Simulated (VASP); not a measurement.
# KCa (R-3m) in VASP: notebook

Runs on KCa. Level: PBE. Tasks: single point, relaxation of cell and atoms.

Everything below comes from runs of VASP 6.6.1. Logs are shortened: lines on timing, memory, paths and dates and some standing lists are left out, and cuts for length are marked.

## Step 1: The cell of the first run

The structure is trigonal, space group R-3m (No. 166). The conventional cell has a = 4.107 Å, b = 4.107 Å, c = 21.892 Å, α = 90.00°, β = 90.00°, γ = 120.00°. K (site symmetry -3m) has 6 K at 4.11 Å and 6 Ca at 4.35 Å within 5.4 Å. Within 5.4 Å of Ca (site symmetry -3m) lie 6 Ca at 4.11 Å and 6 K at 4.35 Å.

## Step 2: Single point, PBE

INCAR

```
SYSTEM = KCa
  PREC = Accurate
  ENCUT = 520
  EDIFF = 1E-6
  ISMEAR = 0
  SIGMA = 0.1
  LREAL = .False.
  LASPH = .True.
  NELM = 60
  ALGO = Normal
  ISIF = 2
  LWAVE = .False.
  LCHARG = .False.
  GGA = PE
  NBANDS = 16
```

KPOINTS

```
regular mesh
0
Gamma
  6 6 6
  0 0 0
```

POSCAR

```
KCa
1.0
    2.0534101046      1.1855368767      7.2973191076
   -2.0534101046      1.1855368767      7.2973191076
    0.0000000000     -2.3710737533      7.2973191076
K Ca
1 1
Direct
    0.0000000000      0.0000000000      0.0000000000
    0.5000000000      0.5000000000      0.5000000000
```

Potentials or basis: VASP PAW PBE potentials, release 64 (K_sv, Ca_sv).

The run is started by

```sh
> cat potpaw_PBE.64/K_sv/POTCAR potpaw_PBE.64/Ca_sv/POTCAR > POTCAR
> mpirun -np 1 vasp_std > vasp.out
```

OUTCAR:

```text
SYSTEM = KCa
   PREC = Accurate
   ENCUT = 520
   EDIFF = 1E-6
   ISMEAR = 0
   LREAL = .False.
   LASPH = .True.
   NELM = 60
   ISIF = 2
   GGA = PE

 ion  position               nearest neighbor table
   1  0.000  0.000  0.000-
   2  0.500  0.500  0.500-

  LATTYP: Found a trigonal (rhomboedric) cell.
 ALAT       =     7.6728649735
 COS(alpha) =     0.8567593530

  Lattice vectors:

 A1 = (   2.0534101046,   1.1855368767,   7.2973191076)
 A2 = (  -2.0534101046,   1.1855368767,   7.2973191076)
 A3 = (   0.0000000000,  -2.3710737533,   7.2973191076)

Analysis of symmetry for initial positions (statically):
=====================================================================
 Subroutine PRICEL returns:
 Original cell was already a primitive cell.

 Routine SETGRP: Setting up the symmetry group for a
 trigonal (rhombohedral) supercell.

 Subroutine GETGRP returns: Found 12 space group operations
 (whereof 12 operations were pure point group operations)
 out of a pool of 12 trial point group operations.

The static configuration has the point symmetry D_3d.

Analysis of symmetry for dynamics (positions and initial velocities):
=====================================================================
 Subroutine PRICEL returns:
 Original cell was already a primitive cell.

 Routine SETGRP: Setting up the symmetry group for a
 trigonal (rhombohedral) supercell.

 Subroutine GETGRP returns: Found 12 space group operations
 (whereof 12 operations were pure point group operations)
 out of a pool of 12 trial point group operations.

The dynamic configuration has the point symmetry D_3d.

 Subroutine INISYM returns: Found 12 space group operations
 (whereof 12 operations are pure point group operations),
 and found     1 'primitive' translations

----------------------------------------------------------------------------------------

                                     Primitive cell

  volume of cell :     106.5873

  direct lattice vectors                    reciprocal lattice vectors
     2.053410105  1.185536877  7.297319108     0.243497389  0.140583283  0.045678876
    -2.053410105  1.185536877  7.297319108    -0.243497389  0.140583283  0.045678876
     0.000000000 -2.371073753  7.297319108     0.000000000 -0.281166567  0.045678876

  length of vectors
     7.672864974  7.672864974  7.672864974     0.284852941  0.284852941  0.284852941

  position of ions in fractional coordinates (direct lattice)
     0.000000000  0.000000000  0.000000000
     0.500000000  0.500000000  0.500000000

[... 72 lines left out ...]
   LSORBIT =      F    spin-orbit coupling
   LASPH  =      T    aspherical Exc in radial PAW
   ENCUT  =  520.0 eV  38.22 Ry    6.18 a.u.  14.27 14.27 14.27*2*pi/ulx,y,z
   NELM   =     60;   NELMIN=  2; NELMDL= -5     # of ELM steps
   EDIFF  = 0.1E-05   stopping-criterion for ELM
   LREAL  =      F    real-space projection
   EDIFFG = 0.1E-04   stopping-criterion for IOM
   NSW    =      0    number of steps for IOM
   IBRION =     -1    ionic relax: 0-MD 1-quasi-New 2-CG
   NFREE  =      0    steps in history (QN), initial steepest desc. (CG)
   ISIF   =      2    stress and relaxation
   ISYM   =      2    0-nonsym 1-usesym 2-fastsym
   POTIM  = 0.5000    time-step for ionic-motion
   TEBEG  =    0.0;   TEEND  =   0.0 temperature during run
   PSTRESS=    0.0 pullay stress
   NELECT =      19.0000    total number of electrons
   NUPDOWN=      -1.0000    fix difference up-down
   EMIN   =  10.00;   EMAX   =-10.00  energy-range for DOS
   EFERMI =   0.00;   METHOD = LEGACY
   ISMEAR =     0;   SIGMA  =   0.10  broadening in eV -4-tet -1-fermi 0-gaus
   EFERMI_NEDOS =   21; number of points for ismear=-14 and -15
   IALGO  =     38    algorithm
   IMIX   =      4    mixing-type and parameters
     AMIX     =   0.40;   BMIX     =  1.00
     AMIX_MAG =   1.60;   BMIX_MAG =  1.00
  volume/ion in A,a.u.               =      53.29       359.64
  Fermi-wavevector in a.u.,A,eV,Ry     =   0.921349  1.741097 11.549772  0.848884
  Thomas-Fermi vector in A             =   2.046756
   LORBIT       =      0    0 simple, 1 ext, 2 COOP (PROOUT), +10 PAW based schemes
   GGA     = PE    functional components
   LHFCALC =     F    Hartree Fock is set to
   AEXX    =    0.0000 exact exchange contribution
   IVDW    =     0    specifies the selected vdW correction
   LEPSILON=     F    determine dielectric tensor
   LRPA    =     F    only Hartree local field effects (RPA)
 non-spin polarized calculation
 Gauss-broadening in eV      SIGMA  =   0.10
  energy-cutoff  :      520.00
  volume of cell :      106.59
 maximum number of plane-waves:      2898
 NGX is ok and might be reduce to    60
   NGX = 29   NGY = 29   NGZ = 29

 number of electron      19.0000002 magnetization

 Free energy of the ion-electron system (eV)
  ---------------------------------------------------
  ext. energy  EPLUGINS =         0.00000000
  ---------------------------------------------------
  free energy    TOTEN  =        -2.68631098 eV

  energy without entropy =       -2.67813252  energy(sigma->0) =       -2.68222175

 E-fermi :   0.9686     XC(G=0):  -6.7676

 val. band max:        0.8814909170   @ k =  -0.3333  -0.3333   0.1667
 cond. band min:       0.9857316254   @ k =  -0.3333   0.5000   0.1667
 fundamental gap:      0.1042407085
 Fermi energy:         0.9685674763

 k-point     1 :       0.0000    0.0000    0.0000
  band No.  band energies     occupation
      1     -41.8694      2.00000
      2     -30.8723      2.00000
      3     -22.8697      2.00000
      4     -22.7804      2.00000
      5     -22.7804      2.00000
      6     -14.3321      2.00000
[... 433 lines left out ...]
      3     -22.8623      2.00000
      4     -22.8311      2.00000
      5     -22.8022      2.00000
      6     -14.4697      2.00000
[... 8 lines left out ...]
     15       3.8195      0.00000
     16       4.2926      0.00000

 [... further k-points ...]
[... 5 lines left out ...]
  --------------------------------------------------------------------------------------
  -------------------------------------------------------------------------------------
  Total       -0.0226882     -0.0226882      0.0340280      0.0000000      0.0000000      0.0000000
  in kB       -0.3410401     -0.3410401      0.5114949      0.0000000      0.0000000      0.0000000
  external PRESSURE =      -0.0568618 kB  Pullay stress =       0.0000000 kB

 VOLUME and BASIS-vectors are now :
 -----------------------------------------------------------------------------
  energy-cutoff  :      520.00
  volume of cell :      106.59
      direct lattice vectors                 reciprocal lattice vectors
     2.053410105  1.185536877  7.297319108     0.243497389  0.140583283  0.045678876
    -2.053410105  1.185536877  7.297319108    -0.243497389  0.140583283  0.045678876
     0.000000000 -2.371073753  7.297319108     0.000000000 -0.281166567  0.045678876

 POSITION                                       TOTAL-FORCE (eV/Angst)
 -----------------------------------------------------------------------------------
      0.00000      0.00000      0.00000         0.000000     -0.000000      0.000000
      0.00000      0.00000     10.94598        -0.000000      0.000000      0.000000
 -----------------------------------------------------------------------------------
    total drift:                                0.000000      0.000000      0.000000

  FREE ENERGIE OF THE ION-ELECTRON SYSTEM (eV)
  ---------------------------------------------------
  free  energy   TOTEN  =        -2.6863109782 eV

  energy  without entropy=       -2.6781325180  energy(sigma->0) =       -2.68222175
```

It took 73 s on 1 thread of Intel Xeon 6975P-C (Granite Rapids), shared host; peak memory 0.46 GiB.

What came out:

| Property | Result |
| --- | --- |
| Free energy | -2.6863 eV |
| Pressure | 0.0 GPa |

Levels at points of the mesh, in eV from the Fermi level:
| k point | band 7 | band 8 | band 9 | band 10 | band 11 | band 12 | band 13 | band 14 |
| --- | --- | --- | --- | --- | --- | --- | --- | --- |
| (0.00, 0.00, 0.00) | -15.27 | -15.27 | -3.34 | -0.57 | -0.17 | 1.88 | 1.88 | 2.31 |
| (0.50, 0.00, 0.00) | -15.31 | -15.27 | -0.56 | -0.27 | 0.53 | 1.21 | 1.23 | 2.33 |
| (0.50, 0.50, 0.00) | -15.31 | -15.27 | -0.62 | 0.03 | 0.12 | 1.02 | 1.35 | 2.27 |
| (0.50, 0.50, 0.50) | -15.27 | -15.27 | -2.93 | -1.94 | 1.01 | 1.90 | 1.90 | 2.28 |

## Step 3: Relaxation of cell and atoms, PBE

This run uses another cell than the first one, of 31.45 Å³/atom, 0.590 times its volume.

INCAR

```
SYSTEM = KCa
ALGO = Normal ; EDIFF = 1E-6
EDIFFG = -0.04 ; ENCUT = 600
GGA = PE ; IBRION = 2
ISIF = 3 ; ISMEAR = 0
LASPH = .TRUE. ; LCHARG = .FALSE.
LREAL = .FALSE. ; LWAVE = .FALSE.
NELM = 60 ; NSW = 90
PREC = Accurate ; SIGMA = 0.1
```

KPOINTS

```
k-points
0
G
  6 6 6
  0 0 0
```

POSCAR

```
KCa
1.0
    1.7864774100      1.0314232136      5.6902613801
   -1.7864774100      1.0314232136      5.6902613801
    0.0000000000     -2.0628464272      5.6902613801
K Ca
1 1
Direct
    0.0000000000      0.0000000000      0.0000000000
    0.5000000000      0.5000000000      0.5000000000
```

Potentials or basis: VASP PAW PBE potentials, release 64 (K_sv, Ca_sv).

The run is started by

```sh
> cat potpaw_PBE.64/K_sv/POTCAR potpaw_PBE.64/Ca_sv/POTCAR > POTCAR
> mpirun -np 1 vasp_std > vasp.out
```

OUTCAR:

```text
SYSTEM = KCa
   EDIFF = 1E-6
   EDIFFG = -0.04
   ENCUT = 600
   GGA = PE
   IBRION = 2
   ISIF = 3
   ISMEAR = 0
   LASPH = .TRUE.
   LREAL = .FALSE.
   NELM = 60
   NSW = 90
   PREC = Accurate

 ion  position               nearest neighbor table
   1  0.000  0.000  0.000-
   2  0.500  0.500  0.500-

  LATTYP: Found a trigonal (rhomboedric) cell.
 ALAT       =     6.0526366119
 COS(alpha) =     0.8257648184

  Lattice vectors:

 A1 = (   1.7864774100,   1.0314232136,   5.6902613801)
 A2 = (  -1.7864774100,   1.0314232136,   5.6902613801)
 A3 = (   0.0000000000,  -2.0628464272,   5.6902613801)

Analysis of symmetry for initial positions (statically):
=====================================================================
 Subroutine PRICEL returns:
 Original cell was already a primitive cell.

 Routine SETGRP: Setting up the symmetry group for a
 trigonal (rhombohedral) supercell.

 Subroutine GETGRP returns: Found 12 space group operations
 (whereof 12 operations were pure point group operations)
 out of a pool of 12 trial point group operations.

The static configuration has the point symmetry D_3d.

Analysis of symmetry for dynamics (positions and initial velocities):
[... 375 lines left out ...]

 number of electron      18.9999999 magnetization

 Free energy of the ion-electron system (eV)
  ---------------------------------------------------
  ext. energy  EPLUGINS =         0.00000000
  ---------------------------------------------------
  free energy    TOTEN  =        -2.68016996 eV

  energy without entropy =       -2.67183729  energy(sigma->0) =       -2.67600362

 E-fermi :   0.9605     XC(G=0):  -6.7595

 val. band max:        0.8760738248   @ k =  -0.3333  -0.3333   0.1667
 cond. band min:       0.9794221049   @ k =  -0.3333   0.5000   0.1667
 fundamental gap:      0.1033482801
 Fermi energy:         0.9605226674

 k-point     1 :       0.0000    0.0000    0.0000
  band No.  band energies     occupation
      1     -41.8795      2.00000
      2     -30.8883      2.00000
      3     -22.8793      2.00000
      4     -22.7901      2.00000
      5     -22.7901      2.00000
      6     -14.3465      2.00000
      7     -14.3151      2.00000
      8     -14.3151      2.00000
      9      -2.3809      2.00000
     10       0.3803      2.00000
     11       0.7817      1.98855
     12       2.8445      0.00000
     13       2.8445      0.00000
[... 354 lines left out ...]
  band No.  band energies     occupation
      1     -41.8752      2.00000
      2     -30.8724      2.00000
      3     -22.8719      2.00000
      4     -22.8410      2.00000
      5     -22.8120      2.00000
      6     -14.4853      2.00000
      7     -14.3859      2.00000
      8     -14.3152      2.00000
      9       0.2210      2.00000
     10       0.9794      0.78925
     11       1.3447      0.00000
     12       2.0384      0.00000
     13       2.4442      0.00000

 [... further k-points ...]

------------------------ aborting loop because EDIFF is reached ----------------------------------------

  FORCE on cell =-STRESS in cart. coord.  units (eV):
  Direction    XX          YY          ZZ          XY          YZ          ZX
  --------------------------------------------------------------------------------------
  -------------------------------------------------------------------------------------
  Total       -0.0244767     -0.0244767     -0.0293109      0.0000000      0.0000000      0.0000000
  in kB       -0.3668565     -0.3668565     -0.4393120      0.0000000      0.0000000      0.0000000
  external PRESSURE =      -0.3910083 kB  Pullay stress =       0.0000000 kB
[... 17 lines left out ...]
  FREE ENERGIE OF THE ION-ELECTRON SYSTEM (eV)
  ---------------------------------------------------
  free  energy   TOTEN  =        -2.6801699570 eV

  energy  without entropy=       -2.6718372923  energy(sigma->0) =       -2.67600362

 reached required accuracy - stopping structural energy minimisation
```

OSZICAR:

```text
N       E                     dE             d eps       ncg     rms          rms(c)
DAV:   1     0.169003982618E+03    0.16900E+03   -0.99729E+03   832   0.149E+03
DAV:   2     0.813909176660E+01   -0.16086E+03   -0.15764E+03   926   0.387E+02
DAV:   3    -0.117565443622E+01   -0.93147E+01   -0.90824E+01  1475   0.762E+01
[... 72 lines left out ...]
DAV:   3    -0.268026861660E+01    0.28232E-01   -0.54983E-02  1007   0.180E+00    0.208E-01
DAV:   4    -0.268015427888E+01    0.11434E-03   -0.28513E-03  1222   0.324E-01    0.607E-02
DAV:   5    -0.268015708432E+01   -0.28054E-05   -0.16869E-04  1108   0.895E-02    0.325E-02
DAV:   6    -0.268016980328E+01   -0.12719E-04   -0.21542E-05  1045   0.445E-02    0.433E-03
DAV:   7    -0.268016995697E+01   -0.15369E-06   -0.15189E-06   821   0.922E-03
   7 F= -.26801700E+01 E0= -.26760036E+01  d E =-.197701E-01
```

CONTCAR:

```text
KCa
   1.00000000000000
     2.0527814478705113    1.1851739215656925    7.3230384510106585
    -2.0527814478705113    1.1851739215656925    7.3230384510106585
    -0.0000000000000000   -2.3703478431313849    7.3230384510106585
  K               Ca
     1     1
Direct
     0.0000000000000000    0.0000000000000000    0.0000000000000000
     0.5000000000000000    0.5000000000000000    0.5000000000000000

  0.00000000E+00  0.00000000E+00  0.00000000E+00
  0.00000000E+00  0.00000000E+00  0.00000000E+00
```

Run time: 2.5 min. Hardware: 1 thread of Intel Xeon 6975P-C (Granite Rapids), shared host; peak memory 0.35 GiB.

Results:

| Property | Result |
| --- | --- |
| Free energy | -2.6802 eV |
| Relaxed volume | 53.45 Å³/atom |
| Relaxed cell | a = 7.697 Å, b = 7.697 Å, c = 7.697 Å, α = 30.94°, β = 30.94°, γ = 30.94° |
| Space group after relaxing (to 0.05 Å) | R-3m (No. 166) |
| Energy gained by relaxing | 547.7 meV/atom |
| Ionic steps | 7 |
| Pressure after relaxing | 0.0 GPa |

Step by step:
```csv
step,energy change (eV),largest force (eV/Å),pressure (GPa),volume (Å³)
1,0.0000,0.0000,11.02,62.91
2,-0.8891,0.0000,3.00,84.71
3,-1.0608,0.0000,0.61,100.13
4,-1.0752,0.0000,0.02,106.17
5,-1.0756,0.0000,-0.09,107.48
6,-1.0881,0.0000,-0.08,107.28
7,-1.0953,0.0000,-0.04,106.90
```

Final structure:
```xyz
2
Lattice="2.0528 1.1852 7.3230 -2.0528 1.1852 7.3230 0.0000 -2.3703 7.3230" Properties=species:S:1:pos:R:3 pbc="T T T"
K     0.0000    0.0000    0.0000
Ca    0.0000    0.0000   10.9846
```

Levels at points of the mesh, in eV from the Fermi level:
| k point | band 7 | band 8 | band 9 | band 10 | band 11 | band 12 | band 13 |
| --- | --- | --- | --- | --- | --- | --- | --- |
| (0.00, 0.00, 0.00) | -15.28 | -15.28 | -3.34 | -0.58 | -0.18 | 1.88 | 1.88 |
| (0.50, 0.00, 0.00) | -15.32 | -15.28 | -0.56 | -0.26 | 0.52 | 1.20 | 1.23 |
| (0.50, 0.50, 0.00) | -15.32 | -15.28 | -0.62 | 0.03 | 0.13 | 1.02 | 1.35 |
| (0.50, 0.50, 0.50) | -15.28 | -15.28 | -2.93 | -1.94 | 1.00 | 1.90 | 1.90 |

Caveat: the volume moved by over 15 % at a fixed basis, so the end points are rough.
